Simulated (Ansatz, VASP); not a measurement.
**One calculation of Li2ZnO2, two programs**

INCAR

```
ALGO = Normal
EDIFF = 1E-7
ENCUT = 520
GGA = PE
ISIF = 2
ISMEAR = 0
ISPIN = 2
LASPH = True
LCHARG = False
LORBIT = 11
LREAL = False
LWAVE = False
MAGMOM = 0 0 0 1 1
NBANDS = 27
NELM = 150
PREC = Accurate
SIGMA = 0.1
```

Contents of KPOINTS:

```
k-points
0
Gamma
  6 6 4
```

The input POSCAR:

```
Li2ZnO2
1.0
    3.2486724700      0.0000000000      0.0000000000
   -1.6243362400      2.8134328900      0.0000000000
    0.0000000000      0.0000000000      5.7148955400
Li Zn O
2 1 2
Direct
    0.6666666700      0.3333333300      0.7115232900
    0.3333333300      0.6666666700      0.2884767100
    0.0000000000      0.0000000000      0.0000000000
    0.6666666700      0.3333333300      0.3743899500
    0.3333333300      0.6666666700      0.6256100500
```

Input for Ansatz:

```yaml
crystal:
  lattice:
    - [3.24867247, 0.0, 0.0]
    - [-1.62433624, 2.81343289, 0.0]
    - [0.0, 0.0, 5.71489554]
  atoms:
    - { symbol: Li, position: [0.66666667, 0.33333333, 0.71152329] }
    - { symbol: Li, position: [0.33333333, 0.66666667, 0.28847671] }
    - { symbol: Zn, position: [0.0, 0.0, 0.0] }
    - { symbol: O, position: [0.66666667, 0.33333333, 0.37438995], spin: 1.0 }
    - { symbol: O, position: [0.33333333, 0.66666667, 0.62561005], spin: 1.0 }
basis:
  ecutwfc: 420
kpoints:
  mp_grid: { grid: [6, 6, 4] }
hamiltonian:
  xc: pbe
scf:
  occupations: { method: gaussian, width: 0.1 }
  lower_state_search: "off"
output:
  forces: true
  stress: true
  eigenvalues: true
  populations: true
magnetization:
  spin_polarized: true
```

Change from the starting cell: species swapped into the Nd2SeO2 type (P-3m1, No. 164).

Alike in both runs: task single point; functional PBE; k mesh 6 × 6 × 4; occupations gaussian, width 0.1 eV; collinear spin.

|  | VASP | Ansatz |
| --- | --- | --- |
| version | VASP 6.6.1 | Ansatz 0.2.0 |
| potentials or method | VASP PAW PBE potentials, release 64 (Li_sv, Zn, O), cutoff 520 eV | scalar-relativistic, plane waves, PAW |
| valence electrons in the cell | 30 | 30 |

```tsv
	VASP	Ansatz	Ansatz less VASP
gap on the k mesh at the Fermi level (eV)	none	none	-
rms of the force components (eV/Å)	1.597	1.604	+0.0075
net moment per atom (μB)	0.04	0.04	0.000
size of the moment on the site where the two differ most (μB)	0.09	0.09	+0.004
```

Site moments also hang on the region over which each program counts them. Atom by atom the forces differ by 0.008 eV/Å (rms over components). A gap of «none» marks a metal or a gap that the smearing closes. Ansatz's warnings: seeded moment not kept.

The k mesh is coarse, so the values compare programs but aren't converged. Noted on VASP's run: the cutoff is short for stress, so the pressure is rough.
